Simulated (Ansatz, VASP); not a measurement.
# Tl: VASP beside Ansatz

```
Tl
1.0
     3.51627    0.00000    0.00000
    -1.75814    3.04518    0.00000
     0.00000    0.00000   11.28541
Tl
4
Cartesian
  1.7581 3.0452 0.0000
  1.7581 3.0452 5.6427
  0.0000 2.0301 2.8214
  1.7581 1.0151 8.4641
```

Alike in both runs: task single point; functional revPBE; k mesh 11 × 11 × 3; occupations fermi-dirac, width 0.1 eV; no spin polarisation.

|  | VASP | Ansatz |
| --- | --- | --- |
| version | VASP 6.6.1 | Ansatz 0.2.0 |
| potentials or method | VASP PAW PBE potentials, release 64 (Tl_d), cutoff 520 eV | plane waves (420 eV) with PAW, scalar-relativistic |
| valence electrons in the cell | 52 | 52 |

```tsv
	VASP	Ansatz	Ansatz less VASP
pressure (GPa)	2.2	2.3	+0.07
traceless stress, the component that is largest in VASP (GPa)	0.18	0.18	+0.005
```

VASP's potentials were made for PBE, not for revPBE. With one functional, cell and mesh, what is left measures potentials, basis and numerics.

Spin-orbit coupling is off throughout.
